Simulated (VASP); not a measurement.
# Zn4SO3 (P-4m2) in VASP: density of states with PBE

Aim: the density of states of Zn4SO3 with PBE.

All numbers are computed with VASP 6.6.1; they aren't measurements. Logs are shortened: lines on timing, memory, paths and dates and some standing lists are left out, and cuts for length are marked.

## Step 1: The cell of the first run

It takes space group P-4m2 (No. 115, tetragonal). The conventional cell has a = 3.459 Å, b = 3.459 Å, c = 9.351 Å, α = 90.00°, β = 90.00°, γ = 90.00°. Within 2.7 Å of Zn (site symmetry 2mm) lie 2 O at 2.04 Å and 2 S at 2.29 Å. Zn (site symmetry 2mm) has 4 O at 2.02 Å within 2.7 Å. Within 3.0 Å of S (site symmetry -4m2) lie 4 Zn at 2.29 Å. Within 2.7 Å of O (site symmetry 2mm) lie 4 Zn at 2.02 to 2.04 Å. O (site symmetry -4m2) has 4 Zn at 2.02 Å within 2.7 Å.

## Step 2: Density of states, PBE

File POSCAR:

```
Zn4SO3
1.0
    3.4588404000      0.0000000000      0.0000000000
    0.0000000000      3.4588404000      0.0000000000
    0.0000000000      0.0000000000      9.3506509000
Zn S O
4 1 3
Direct
    0.5000000000      0.0000000000      0.6608290000
    0.0000000000      0.5000000000      0.8883400000
    0.5000000000      0.0000000000      0.1116600000
    0.0000000000      0.5000000000      0.3391710000
    0.5000000000      0.5000000000      0.5000000000
    0.0000000000      0.0000000000      0.7761440000
    0.5000000000      0.5000000000      0.0000000000
    0.0000000000      0.0000000000      0.2238560000
```

File INCAR.step1:

```
SYSTEM = Zn4SO3
PREC = Accurate ; ENCUT = 520
EDIFF = 1E-6 ; ISMEAR = 0
SIGMA = 0.01 ; LREAL = .False.
LASPH = .True. ; NELM = 60
ALGO = Normal ; ISIF = 2
LWAVE = .False. ; LCHARG = .True.
GGA = PE ; NBANDS = 46
```

File KPOINTS.step1:

```
Automatic mesh
0
Gamma
  10 10 4
  0 0 0
```

File INCAR.step2:

```
SYSTEM = Zn4SO3
PREC = Accurate ; ENCUT = 520
EDIFF = 1E-6 ; ISMEAR = -5
SIGMA = 0.01 ; LREAL = .False.
LASPH = .True. ; NELM = 60
ALGO = Normal ; ISIF = 2
LWAVE = .False. ; LCHARG = .False.
GGA = PE ; LORBIT = 10
NEDOS = 1001 ; ICHARG = 11
```

File KPOINTS.step2:

```
Automatic mesh
0
Gamma
  15 15 6
  0 0 0
```

Potentials or basis: VASP PAW PBE potentials, release 64 (Zn, S, O).

Launch:

```
cat potpaw_PBE.64/Zn/POTCAR potpaw_PBE.64/S/POTCAR potpaw_PBE.64/O/POTCAR > POTCAR
cp INCAR.step1 INCAR
cp KPOINTS.step1 KPOINTS
mpirun -np 1 vasp_std > vasp.out
cp INCAR.step2 INCAR
cp KPOINTS.step2 KPOINTS
mpirun -np 1 vasp_std > vasp.out
```

OUTCAR:

```text
SYSTEM = Zn4SO3
   PREC = Accurate
   ENCUT = 520
   EDIFF = 1E-6
   ISMEAR = -5
   LREAL = .False.
   LASPH = .True.
   NELM = 60
   ISIF = 2
   GGA = PE
   LORBIT = 10
   ICHARG = 11

 ion  position               nearest neighbor table
   1  0.500  0.000  0.661-   6 2.04   6 2.04   5 2.29   5 2.29
   2  0.000  0.500  0.888-   7 2.02   7 2.02   6 2.02   6 2.02
   3  0.500  0.000  0.112-   7 2.02   7 2.02   8 2.02   8 2.02
   4  0.000  0.500  0.339-   8 2.04   8 2.04   5 2.29   5 2.29
   5  0.500  0.500  0.500-   1 2.29   4 2.29   1 2.29   4 2.29
   6  0.000  0.000  0.776-   2 2.02   2 2.02   1 2.04   1 2.04
   7  0.500  0.500  0.000-   2 2.02   3 2.02   3 2.02   2 2.02
   8  0.000  0.000  0.224-   3 2.02   3 2.02   4 2.04   4 2.04

  LATTYP: Found a simple tetragonal cell.
 ALAT       =     3.4588404000
 C/A-ratio  =     2.7034062919

  Lattice vectors:

 A1 = (   3.4588404000,   0.0000000000,   0.0000000000)
 A2 = (   0.0000000000,   3.4588404000,   0.0000000000)
 A3 = (   0.0000000000,   0.0000000000,   9.3506509000)

Analysis of symmetry for initial positions (statically):
=====================================================================
 Subroutine PRICEL returns:
 Original cell was already a primitive cell.

 Routine SETGRP: Setting up the symmetry group for a
 simple tetragonal supercell.

 Subroutine GETGRP returns: Found  8 space group operations
 (whereof  8 operations were pure point group operations)
 out of a pool of 16 trial point group operations.

The static configuration has the point symmetry D_2d.

Analysis of symmetry for dynamics (positions and initial velocities):
=====================================================================
 Subroutine PRICEL returns:
 Original cell was already a primitive cell.

 Routine SETGRP: Setting up the symmetry group for a
 simple tetragonal supercell.

 Subroutine GETGRP returns: Found  8 space group operations
 (whereof  8 operations were pure point group operations)
 out of a pool of 16 trial point group operations.

The dynamic configuration has the point symmetry D_2d.

 Subroutine INISYM returns: Found  8 space group operations
 (whereof  8 operations are pure point group operations),
 and found     1 'primitive' translations

----------------------------------------------------------------------------------------

                                     Primitive cell

  volume of cell :     111.8672

  direct lattice vectors                    reciprocal lattice vectors
     3.458840400  0.000000000  0.000000000     0.289114236  0.000000000  0.000000000
     0.000000000  3.458840400  0.000000000     0.000000000  0.289114236  0.000000000
     0.000000000  0.000000000  9.350650900     0.000000000  0.000000000  0.106944427

  length of vectors
     3.458840400  3.458840400  9.350650900     0.289114236  0.289114236  0.106944427

  position of ions in fractional coordinates (direct lattice)
     0.500000000  0.000000000  0.660829000
     0.000000000  0.500000000  0.888340000
     0.500000000  0.000000000  0.111660000
     0.000000000  0.500000000  0.339171000
     0.500000000  0.500000000  0.500000000
     0.000000000  0.000000000  0.776144000
     0.500000000  0.500000000  0.000000000
     0.000000000  0.000000000  0.223856000

  ion indices of the primitive-cell ions
   primitive index   ion index
                 1           1
                 2           2
                 3           3
                 4           4
                 5           5
                 6           6
                 7           7
                 8           8

----------------------------------------------------------------------------------------

 KPOINTS: Automatic mesh

Automatic generation of k-mesh.
 Grid dimensions read from file:
 generate k-points for:   15   15    6

 Generating k-lattice:

  Cartesian coordinates                     Fractional coordinates (reciprocal lattice)
     0.019274282  0.000000000  0.000000000     0.066666667  0.000000000  0.000000000
     0.000000000  0.019274282  0.000000000     0.000000000  0.066666667  0.000000000
     0.000000000  0.000000000  0.017824071     0.000000000  0.000000000  0.166666667

  Length of vectors
     0.019274282  0.019274282  0.017824071

  Shift w.r.t. Gamma in fractional coordinates (k-lattice)
     0.000000000  0.000000000  0.000000000

 TETIRR: Found   2019 inequivalent tetrahedra from     8100

 Subroutine IBZKPT returns following result:
 ===========================================

 Found    144 irreducible k-points:

 Following reciprocal coordinates:
            Coordinates               Weight
  0.000000  0.000000  0.000000      1.000000
  0.066667  0.000000  0.000000      4.000000
  0.133333  0.000000  0.000000      4.000000
  0.200000  0.000000  0.000000      4.000000
  0.266667  0.000000  0.000000      4.000000
  0.333333  0.000000  0.000000      4.000000
[... 16 lines left out ...]
  0.266667  0.200000  0.000000      8.000000
  0.333333  0.200000  0.000000      8.000000
 [... further k-points ...]
   k-points           NKPTS =    144   k-points in BZ     NKDIM =    144   number of bands    NBANDS=     43
   number of dos      NEDOS =   1001   number of ions     NIONS =      8
   total plane-waves  NPLWV =  54880
   dimension x,y,z NGX =    28 NGY =   28 NGZ =   70
   dimension x,y,z NGXF=    56 NGYF=   56 NGZF=  140
   ions per type =               4   1   3
   NGX,Y,Z   is equivalent  to a cutoff of  13.46, 13.46, 12.45 a.u.
   NGXF,Y,Z  is equivalent  to a cutoff of  26.92, 26.92, 24.89 a.u.
 SYSTEM =  Zn4SO3
   PREC   = accura    normal or accurate (medium, high low for compatibility)
   ISTART =      0    job   : 0-new  1-cont  2-samecut
   ICHARG =     11    charge: 1-file 2-atom 10-const
   ISPIN  =      1    spin polarized calculation?
   LNONCOLLINEAR =      F non collinear calculations
   LSORBIT =      F    spin-orbit coupling
   LASPH  =      T    aspherical Exc in radial PAW
   ENCUT  =  520.0 eV  38.22 Ry    6.18 a.u.   6.43  6.43 17.39*2*pi/ulx,y,z
   NELM   =     60;   NELMIN=  2; NELMDL=  0     # of ELM steps
   EDIFF  = 0.1E-05   stopping-criterion for ELM
   LREAL  =      F    real-space projection
   EDIFFG = 0.1E-04   stopping-criterion for IOM
   NSW    =      0    number of steps for IOM
   IBRION =     -1    ionic relax: 0-MD 1-quasi-New 2-CG
   NFREE  =      0    steps in history (QN), initial steepest desc. (CG)
   ISIF   =      2    stress and relaxation
   ISYM   =      2    0-nonsym 1-usesym 2-fastsym
   POTIM  = 0.5000    time-step for ionic-motion
   TEBEG  =    0.0;   TEEND  =   0.0 temperature during run
   PSTRESS=    0.0 pullay stress
   NELECT =      72.0000    total number of electrons
   NUPDOWN=      -1.0000    fix difference up-down
   EMIN   =  10.00;   EMAX   =-10.00  energy-range for DOS
   EFERMI =   0.00;   METHOD = LEGACY
   ISMEAR =    -5;   SIGMA  =   0.01  broadening in eV -4-tet -1-fermi 0-gaus
   EFERMI_NEDOS =   21; number of points for ismear=-14 and -15
   IALGO  =     38    algorithm
   IMIX   =      4    mixing-type and parameters
     AMIX     =   0.40;   BMIX     =  1.00
     AMIX_MAG =   1.60;   BMIX_MAG =  1.00
  volume/ion in A,a.u.               =      13.98        94.36
  Fermi-wavevector in a.u.,A,eV,Ry     =   1.413464  2.671059 27.182808  1.997880
  Thomas-Fermi vector in A             =   2.535107
   LORBIT       =     10    0 simple, 1 ext, 2 COOP (PROOUT), +10 PAW based schemes
   GGA     = PE    functional components
   LHFCALC =     F    Hartree Fock is set to
   AEXX    =    0.0000 exact exchange contribution
   IVDW    =     0    specifies the selected vdW correction
   LEPSILON=     F    determine dielectric tensor
   LRPA    =     F    only Hartree local field effects (RPA)
 non-spin polarized calculation
 Fermi weights with tetrahedron method with Bloechl corrections
  energy-cutoff  :      520.00
  volume of cell :      111.87
 maximum number of plane-waves:      3047
 NGX is ok and might be reduce to    28

 number of electron      71.9999970 magnetization

 Free energy of the ion-electron system (eV)
  ---------------------------------------------------
  ext. energy  EPLUGINS =         0.00000000
  ---------------------------------------------------
  free energy    TOTEN  =       -33.08621688 eV

  energy without entropy =      -33.08621688  energy(sigma->0) =      -33.08621688

 E-fermi :   1.9236     XC(G=0): -10.4576

 val. band max:        1.9233651386   @ k =   0.4667   0.0000   0.0000
 cond. band min:       2.0469780525   @ k =   0.0000   0.0000   0.0000
 fundamental gap:      0.1236129139
 Fermi energy:         1.9236205077

 k-point     1 :       0.0000    0.0000    0.0000
  band No.  band energies     occupation
      1     -16.3549      2.00000
      2     -16.0112      2.00000
      3     -15.7067      2.00000
      4     -11.0161      2.00000
      5      -4.7377      2.00000
      6      -4.6490      2.00000
[... 35 lines left out ...]
     42       9.2856      0.00000
     43       9.8199      0.00000

 k-point     2 :       0.0667    0.0000    0.0000
  band No.  band energies     occupation
      1     -16.3414      2.00000
      2     -16.0039      2.00000
      3     -15.7063      2.00000
      4     -10.9948      2.00000
      5      -4.7252      2.00000
      6      -4.6283      2.00000
[... 35 lines left out ...]
     42       9.3084      0.00000
     43       9.6638      0.00000

 k-point     3 :       0.1333    0.0000    0.0000
  band No.  band energies     occupation
      1     -16.3019      2.00000
      2     -15.9833      2.00000
      3     -15.7063      2.00000
      4     -10.9336      2.00000
      5      -4.6902      2.00000
      6      -4.5782      2.00000
[... 919 lines left out ...]
      6      -4.4258      2.00000
[... 35 lines left out ...]
     42       9.0266      0.00000
     43       9.3882      0.00000

 k-point    24 :       0.3333    0.2000    0.0000
  band No.  band energies     occupation
      1     -15.9897      2.00000
      2     -15.8306      2.00000
      3     -15.7182      2.00000
      4     -10.4343      2.00000
      5      -4.6816      2.00000
      6      -4.4182      2.00000
[... 35 lines left out ...]
     42       8.7011      0.00000
     43       9.1835      0.00000

 [... further k-points ...]
[... 5 lines left out ...]
  --------------------------------------------------------------------------------------
  -------------------------------------------------------------------------------------
  Total        0.4628063      0.4628063      0.3581926      0.0000000      0.0000000      0.0000000
  in kB        6.6283736      6.6283736      5.1300813      0.0000000      0.0000000      0.0000000
  external PRESSURE =       6.1289429 kB  Pullay stress =       0.0000000 kB

 VOLUME and BASIS-vectors are now :
 -----------------------------------------------------------------------------
  energy-cutoff  :      520.00
  volume of cell :      111.87
      direct lattice vectors                 reciprocal lattice vectors
     3.458840400  0.000000000  0.000000000     0.289114236  0.000000000  0.000000000
     0.000000000  3.458840400  0.000000000     0.000000000  0.289114236  0.000000000
     0.000000000  0.000000000  9.350650900     0.000000000  0.000000000  0.106944427

 POSITION                                       TOTAL-FORCE (eV/Angst)
 -----------------------------------------------------------------------------------
      1.72942      0.00000      6.17918         0.000000      0.000000     -0.038898
      0.00000      1.72942      8.30656        -0.000000     -0.000000     -0.004933
      1.72942      0.00000      1.04409        -0.000000     -0.000000      0.004933
      0.00000      1.72942      3.17147        -0.000000     -0.000000      0.038898
      1.72942      1.72942      4.67533        -0.000000      0.000000      0.000000
      0.00000      0.00000      7.25745        -0.000000     -0.000000      0.002448
      1.72942      1.72942      0.00000        -0.000000     -0.000000      0.000000
      0.00000      0.00000      2.09320         0.000000      0.000000     -0.002448
 -----------------------------------------------------------------------------------
    total drift:                                0.000000      0.000000      0.000000

  FREE ENERGIE OF THE ION-ELECTRON SYSTEM (eV)
  ---------------------------------------------------
  free  energy   TOTEN  =       -33.0862168757 eV

  energy  without entropy=      -33.0862168757  energy(sigma->0) =      -33.08621688

 total charge

# of ion       s       p       d       tot
------------------------------------------
    1        0.488   0.467   9.840  10.796
    2        0.444   0.434   9.880  10.759
    3        0.444   0.434   9.880  10.759
    4        0.488   0.467   9.840  10.796
    5        1.317   2.477   0.000   3.794
    6        1.552   3.413   0.000   4.965
    7        1.552   3.422   0.000   4.974
    8        1.552   3.413   0.000   4.965
--------------------------------------------------
tot          7.836  14.529  39.442  61.807
```

Wall time 23 min (1 thread of AMD EPYC 7R43 (Zen 3), shared host); peak memory 0.56 GiB.

Results:

```yaml
Valence_electrons_inside_the_program's_atomic_spheres: Zn 10.80, 10.76; S 3.79; O 4.96, 4.97
```
